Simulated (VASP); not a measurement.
HfN: relaxation of cell and atoms with PBEsol

HfN:

```
CELL_PARAMETERS angstrom
0.00000 2.45482 2.45482
2.45482 0.00000 2.45482
2.45482 2.45482 0.00000
ATOMIC_POSITIONS crystal
Hf 0.00000 0.00000 0.00000
N 0.25000 0.25000 0.25000
```

```json
{"Program": "VASP 6.6.1", "Task": "relaxation of cell and atoms", "Functional": "PBEsol", "Potentials or basis": "VASP PAW PBE potentials, release 64 (Hf_pv, N)", "Cutoff": "600 eV", "k mesh": "9 × 9 × 9", "Occupations": "fermi-dirac, width 0.05 eV", "Spin": "no spin polarisation", "Dipole correction": "no", "Further INCAR settings": "ALGO = Normal; EDIFF = 1e-06; IBRION = 2; EDIFFG = -0.01; NSW = 60; ISIF = 3"}
```

The relaxed volume is 14.35 Å³/atom, the relaxed cell is a = 3.437 Å, b = 3.437 Å, c = 3.437 Å, α = 60.00°, β = 60.00°, γ = 60.00° and the space group after relaxing (to 0.05 Å) is F-43m (No. 216). The energy gained by relaxing is 8.6 meV/atom, the ionic steps are 3 and the pressure after relaxing is -0.1 GPa.

Step by step:
```csv
step,energy change (eV),largest force (eV/Å),pressure (GPa),volume (Å³)
1,0.0000,0.0000,-5.99,29.59
2,0.0313,0.0000,11.60,27.28
3,-0.0173,0.0000,-0.07,28.70
```

Final structure:
```yaml
crystal:
  lattice:
    - [0.00000, 2.43001, 2.43001]
    - [2.43001, 0.00000, 2.43001]
    - [2.43001, 2.43001, 0.00000]
  atoms:
    - { symbol: Hf, position: [0.00000, 0.00000, 0.00000] }
    - { symbol: N, position: [0.25000, 0.25000, 0.25000] }
```

Levels at points of the mesh, in eV from the Fermi level:
```tsv
k point	band 3	band 4	band 5	band 6	band 7	band 8	band 9	band 10	band 11
(0.00, 0.00, 0.00)	-30.94	-16.25	-5.59	-5.59	-5.59	-0.65	2.29	2.29	6.79
```

Run time: 16 s on 1 thread of Intel(R) Xeon(R) 6975P-C (Granite Rapids), with other jobs on the host, peak memory 0.17 GiB.

Caveat: the PAW data sets were made with another functional, which shifts forces and pressure a little; spin-orbit coupling is left out, which moves the levels of the heavy elements.
